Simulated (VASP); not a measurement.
A run of VASP 6.6.1:

INCAR

```
  PREC = Accurate
  ENCUT = 520
  EDIFF = 1E-6
  ISMEAR = -1
  SIGMA = 0.05
  LREAL = F
  LASPH = T
  NELM = 100
  ALGO = Normal
  ISIF = 2
  LWAVE = F
  LCHARG = T
  GGA = PS
  LELF = T
  LVHAR = T
  NBANDS = 15
```

Contents of KPOINTS:

```
Automatic mesh
0
Gamma
  13 13 11
```

The input POSCAR:

```
HfB2
1.0
    3.2015843649      0.0000000000      0.0000000000
   -1.6007921825      2.7726533923      0.0000000000
    0.0000000000      0.0000000000      3.5482526220
Hf B
1 2
Direct
    0.0000000000      0.0000000000      0.0000000000
    0.3333333333      0.6666666667      0.5000000000
    0.6666666667      0.3333333333      0.5000000000
```

Potentials or basis: VASP PAW PBE potentials, release 64 (Hf_pv, B).

Launch:

```console
$ cat potpaw_PBE.64/Hf_pv/POTCAR potpaw_PBE.64/B/POTCAR > POTCAR
$ mpirun -np 1 vasp_std > vasp.out
```

Hardware: 1 thread of Intel Xeon 8259CL, on a shared host.

Estimate the wall time of this run.

Wall time 79 s on 1 thread of Intel Xeon 8259CL, on a shared host, peak memory 0.19 GiB. Counts: scf iterations 13, k points 126.
